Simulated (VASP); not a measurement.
Cu, 1 atom in the cell. The structure is cubic, space group Pm-3m (No. 221). Conventional cell: a = 2.279 Å, b = 2.279 Å, c = 2.279 Å, α = 90.00°, β = 90.00°, γ = 90.00°. Within 3.0 Å of Cu (site symmetry m-3m) lie 6 Cu at 2.28 Å. This isn't the form of Cu at room conditions, which is fcc.

```yaml
Program: VASP 6.6.1
Task: single point
Functional: PBE
Potentials_or_basis: VASP PAW PBE potentials, release 64 (Cu)
Cutoff: 600 eV
k_mesh: 16 × 16 × 16
Occupations: fermi-dirac, width 0.05 eV
Spin: no spin polarisation
Dipole_correction: no
Further_INCAR_settings: ALGO = Normal; EDIFF = 1e-06; NBANDS = 12
```

Potentials or basis: VASP PAW PBE potentials, release 64 (Cu).

The run is started by

```console
$ cat potpaw_PBE.64/Cu/POTCAR > POTCAR
$ mpirun -np 1 vasp_std > vasp.out
```

Hardware: 1 thread of Intel(R) Xeon(R) Platinum 8488C (Sapphire Rapids) (shared host).

Question: How long does it take, and how much memory?

Answer: Wall time 14 s on 1 thread of Intel(R) Xeon(R) Platinum 8488C (Sapphire Rapids), with other jobs on the host, peak memory 0.14 GiB. Counts: scf iterations 11, k points 165.
